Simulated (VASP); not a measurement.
Wanted: the native input for a VASP 6.6.1 run.

```yaml
Task: single point
Functional: PBEsol
Potentials_or_basis: VASP PAW PBE potentials, release 64 (Ta_pv)
Cutoff: 520 eV
k_mesh: 22 × 22 × 14
Occupations: gaussian, width 0.15 eV
Spin: no spin polarisation
Dipole_correction: no
Further_INCAR_settings: ALGO = Fast; EDIFF = 1e-06; NBANDS = 18
```

The structure of Ta lies in POSCAR:

```
Ta
1.0
   -1.6402597622      1.6402597622      1.6402597622
    1.6402597622     -1.6402597622      1.6402597622
    3.2805195245      3.2805195245      0.0000000000
Ta
2
Direct
   -0.0182897860     -0.0182897860      0.0000000000
    0.5182897860      0.5182897860      0.5000000000
```

This cell differs from its parent crystal: atoms displaced along a vibrational mode.

One way to write it, as run:

INCAR

```
PREC = Accurate
ENCUT = 520
EDIFF = 1E-6
ISMEAR = 0
SIGMA = 0.15
LREAL = F
LASPH = T
NELM = 100
ALGO = Fast
ISIF = 2
LWAVE = F
LCHARG = F
GGA = PS
NBANDS = 18
```

KPOINTS

```
Automatic mesh
0
Gamma
  22 22 14
```

Potentials or basis: VASP PAW PBE potentials, release 64 (Ta_pv).

Command:

```sh
$ cat potpaw_PBE.64/Ta_pv/POTCAR > POTCAR
$ mpirun -np 1 vasp_std > vasp.out
```

Results of the run:

```
Pressure               : 0.7 GPa
Largest force          : 0.825 eV/Å
Band gap on the k mesh : zero (bands 11 and 12 overlap by 3.07 eV)
```

Caveat: the cell differs from its parent crystal (atoms displaced along a vibrational mode); the PAW data sets were made with another functional, which shifts forces and pressure a little; spin-orbit coupling is left out, which moves the levels of the heavy elements.

Run time: 6.4 min on 1 thread of Oxide Virtual Turin-like Processor, on a shared host, peak memory 0.58 GiB.
